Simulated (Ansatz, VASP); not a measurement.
One calculation of InSb3, two programs

```
CELL_PARAMETERS angstrom
4.50029 0.00000 0.00000
0.00000 4.50029 0.00000
0.00000 0.00000 5.08083
ATOMIC_POSITIONS crystal
In 0.00000 0.00000 0.00000
Sb 0.50000 0.00000 0.50000
Sb 0.00000 0.50000 0.50000
Sb 0.50000 0.50000 0.00000
```

Alike in both runs: task single point; functional PBEsol; k mesh 10 × 10 × 10; occupations gaussian, width 0.15 eV; no spin polarisation.

|  | VASP | Ansatz |
| --- | --- | --- |
| version | VASP 6.6.1 | Ansatz 0.2.0 |
| potentials or method | VASP PAW PBE potentials, release 64 (In_d, Sb), cutoff 520 eV | scalar-relativistic, plane waves, PAW |
| valence electrons in the cell | 28 | 58 |

```tsv
	VASP	Ansatz	Ansatz less VASP
gap on the k mesh at the Fermi level (eV)	none	none	-
pressure (GPa)	1.8	1.7	-0.01
```

VASP's potentials were made for PBE, not for PBEsol, and Ansatz warns of the same on its side. A gap of «none» marks a metal or a gap that the smearing closes. VASP's potentials hold 28 valence electrons a cell and Ansatz's 58, so a difference there can come from the potentials and not from the codes.

Spin-orbit coupling is off throughout.
